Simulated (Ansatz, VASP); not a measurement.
Two plane-wave programs on NaLaMnMoO6

File INCAR:

```
SYSTEM = NaLaMnMoO6
  PREC = Accurate
  ENCUT = 520
  EDIFF = 1E-7
  ISMEAR = -1
  SIGMA = 0.05
  LREAL = .False.
  LASPH = .True.
  NELM = 150
  ALGO = Normal
  ISIF = 2
  LWAVE = .False.
  LCHARG = .False.
  ISPIN = 2
  MAGMOM = 0 0 4 1 0 0 0 0 0 0
  LORBIT = 11
  LMAXMIX = 6
  GGA = PE
  NBANDS = 56
  KPAR = 4
```

Contents of KPOINTS:

```
Automatic mesh
0
Gamma
  6 6 5
  0 0 0
```

The input POSCAR:

```
NaLaMnMoO6
1.0
    5.1093400000     -0.0066900000      0.0105600000
   -0.2394500000      5.6892500000      0.0070300000
   -0.9289900000     -2.8254200000      5.1188400000
Na La Mn Mo O
1 1 1 1 6
Direct
    0.4088280000      0.3831370000      0.0686540000
    0.0302310000      0.6623760000      0.6898870000
    0.4361970000      0.0419110000      0.4028500000
    0.9065900000      0.9661080000      0.3100370000
    0.7373450000      0.6935800000      0.9920210000
    0.7200830000      0.9197370000      0.5570400000
    0.6975720000      0.2722410000      0.3745390000
    0.1844350000      0.7510320000      0.3593330000
    0.1821430000      0.0366040000      0.1197860000
    0.2087390000      0.2775490000      0.6319710000
```

File input.yaml:

```yaml
crystal:
  lattice:
    - [5.10934, -0.00669, 0.01056]
    - [-0.23945, 5.68925, 0.00703]
    - [-0.92899, -2.82542, 5.11884]
  atoms:
    - { symbol: Na, position: [0.408828, 0.383137, 0.068654] }
    - { symbol: La, position: [0.030231, 0.662376, 0.689887] }
    - { symbol: Mn, position: [0.436197, 0.041911, 0.40285], spin: 4.0 }
    - { symbol: Mo, position: [0.90659, 0.966108, 0.310037], spin: 1.0 }
    - { symbol: O, position: [0.737345, 0.69358, 0.992021] }
    - { symbol: O, position: [0.720083, 0.919737, 0.55704] }
    - { symbol: O, position: [0.697572, 0.272241, 0.374539] }
    - { symbol: O, position: [0.184435, 0.751032, 0.359333] }
    - { symbol: O, position: [0.182143, 0.036604, 0.119786] }
    - { symbol: O, position: [0.208739, 0.277549, 0.631971] }
hamiltonian:
  xc: pbe
  pseudopotentials: { kind: paw }
magnetization:
  spin_polarized: true
kpoints:
  mp_grid: { grid: [6, 6, 5] }
scf:
  occupations: { method: fermi_dirac, width: 0.05 }
output:
  forces: true
  stress: true
  eigenvalues: true
```

Change from the starting cell: atoms moved at random, drawn with an rms of 0.05 Å.

Alike in both runs: task single point; functional PBE; k mesh 6 × 6 × 5; occupations fermi-dirac, width 0.05 eV; collinear spin, ferromagnetic start.

```csv
,VASP,Ansatz
version,VASP 6.6.1,Ansatz 0.2.0
potentials or method,"VASP PAW PBE potentials, release 64 (Na_pv, La, Mn_pv, Mo_sv, O)",Ansatz PAW
plane-wave cutoff (eV),520,420
valence electrons in the cell,81,85
```

```csv
,VASP,Ansatz,Ansatz less VASP
gap on the k mesh at the Fermi level (eV),0.67,0.69,+0.012
least direct gap on the mesh (eV),0.95,0.95,+0.001
pressure (GPa),-0.1,-0.3,-0.25
"traceless stress, the component that is largest in VASP (GPa)",-0.89,-0.89,-0.002
rms of the force components (eV/Å),0.330,0.335,+0.0048
net moment per atom (μB),0.30,0.30,0.000
size of the moment on the site where the two differ most (μB),3.04,2.66,-0.375
```

Site moments also hang on the region over which each program counts them. Atom by atom the forces differ by 0.040 eV/Å (rms over components). VASP's potentials hold 81 valence electrons a cell and Ansatz's 85, so a difference there can come from the potentials and not from the codes.

Spin-orbit coupling is off throughout. Noted on Ansatz's run: odd divisions of the mesh miss points on the zone boundary, where band edges often lie, so the gap on the mesh can be too wide.
